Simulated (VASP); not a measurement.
Here is a VASP 6.6.1 calculation.

INCAR

```
SYSTEM = Ca
PREC = Accurate
ENCUT = 520
EDIFF = 1E-6
ISMEAR = -1
SIGMA = 0.08
LREAL = .FALSE.
LASPH = .TRUE.
NELM = 60
ALGO = Normal
ISIF = 2
LWAVE = .FALSE.
LCHARG = .FALSE.
GGA = PE
NBANDS = 17
```

The input KPOINTS:

```
Automatic mesh
0
G
  10 10 10
  0 0 0
```

Contents of POSCAR:

```
Ca
1.0
    0.0000000000      3.1540511503      3.1540511503
    3.1540511503      0.0000000000      3.1540511503
    3.1540511503      3.1540511503      0.0000000000
Ca
2
Direct
   -0.1250000000     -0.1250000000     -0.1250000000
    0.1250000000      0.1250000000      0.1250000000
```

Potentials or basis: VASP PAW PBE potentials, release 64 (Ca_sv).

Run with:

```bash
$ cat potpaw_PBE.64/Ca_sv/POTCAR > POTCAR
$ mpirun -np 1 vasp_std > vasp.out
```

Question: What does it give for the pressure?

Answer: 6.2 GPa.

Question: Estimate the band gap on the k mesh.

Answer: Zero (bands 10 and 11 overlap by 0.41 eV).

Caveat: the cell stands under pressure.
